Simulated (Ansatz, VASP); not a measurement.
**PbSe in VASP and in Ansatz**

```xyz
4
Lattice="4.3552 0.0000 0.0000 -0.0102 4.3552 0.0000 -2.1725 -2.1776 11.8386" Properties=species:S:1:pos:R:3 pbc="T T T"
Pb    2.1622    2.1693    7.3215
Pb   -0.0251    0.0376    4.5268
Se   -0.1058    0.0503    7.3777
Se    2.1519    2.2251    4.4746
```

Change from the starting cell: volume scaled by 0.96.

Alike in both runs: task single point; functional LDA; k mesh 6 × 6 × 3; occupations fermi-dirac, width 0.05 eV; no spin polarisation.

|  | VASP | Ansatz |
| --- | --- | --- |
| version | VASP 6.6.1 | Ansatz 0.2.0 |
| potentials or method | VASP PAW LDA potentials, release 64 (Pb_d, Se), cutoff 520 eV | all-electron LAPW, scalar-relativistic |

|  | VASP | Ansatz | Ansatz less VASP |
| --- | --- | --- | --- |
| gap on the k mesh at the Fermi level (eV) | 1.46 | 1.47 | +0.005 |
| least direct gap on the mesh (eV) | 1.46 | 1.47 | +0.005 |
| rms of the force components (eV/Å) | 0.201 | 0.210 | +0.0091 |

LDA's correlation is that of Perdew and Zunger in VASP and of Perdew and Wang (1992) in Ansatz. Atom by atom the forces differ by 0.010 eV/Å (rms over components). Ansatz ran all-electron here, and VASP with PAW potentials.

Spin-orbit coupling is off throughout.
